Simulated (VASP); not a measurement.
Set up this calculation in VASP 6.6.1, as the native input.

- Task: single point
- Functional: r2SCAN
- Potentials or basis: VASP PAW PBE potentials, release 64 (Li_sv)
- Cutoff: 520 eV
- k mesh: 16 × 16 × 16
- Occupations: gaussian, width 0.1 eV
- Spin: no spin polarisation
- Dipole correction: no
- Further INCAR settings: ALGO = Normal; EDIFF = 1e-06; NBANDS = 8

Li:

```xyz
1
Lattice="0.0000 2.1661 2.1661 2.1661 0.0000 2.1661 2.1661 2.1661 0.0000" Properties=species:S:1:pos:R:3 pbc="T T T"
Li    0.0000    0.0000    0.0000
```

This isn't the form of Li at room conditions, which is bcc.

One way to write it, as run:

POSCAR

```
Li
1.0
    0.0000000000      2.1660987230      2.1660987230
    2.1660987230      0.0000000000      2.1660987230
    2.1660987230      2.1660987230      0.0000000000
Li
1
Direct
    0.0000000000      0.0000000000      0.0000000000
```

INCAR.step1

```
SYSTEM = Li
PREC = Accurate ; ENCUT = 520
ISMEAR = 0 ; SIGMA = 0.1
LREAL = .FALSE. ; LASPH = .TRUE.
NELM = 60 ; NBANDS = 8
GGA = PE ; ALGO = Normal
EDIFF = 1E-4 ; LWAVE = .TRUE.
LCHARG = .FALSE.
```

INCAR.step2

```
SYSTEM = Li
PREC = Accurate ; ENCUT = 520
EDIFF = 1E-6 ; ISMEAR = 0
SIGMA = 0.1 ; LREAL = .FALSE.
LASPH = .TRUE. ; NELM = 60
ALGO = Normal ; ISIF = 2
LWAVE = .FALSE. ; LCHARG = .TRUE.
METAGGA = R2SCAN ; LMIXTAU = .TRUE.
LELF = .TRUE. ; LVHAR = .TRUE.
NBANDS = 8 ; ISTART = 1
```

KPOINTS

```
Automatic mesh
0
G
  16 16 16
  0 0 0
```

Potentials or basis: VASP PAW PBE potentials, release 64 (Li_sv).

Command:

```console
$ cat potpaw_PBE.64/Li_sv/POTCAR > POTCAR
$ cp INCAR.step1 INCAR
$ mpirun -np 1 vasp_std > vasp.out
$ cp INCAR.step2 INCAR
$ mpirun -np 1 vasp_std > vasp.out
```

It gave:

| Item | Value |
| --- | --- |
| Band gap on the k mesh | zero (an odd number of electrons rules out a gap without spin polarisation) |

Wall time 100 s on 1 thread of Intel Xeon 8259CL (shared host), peak memory 0.14 GiB.
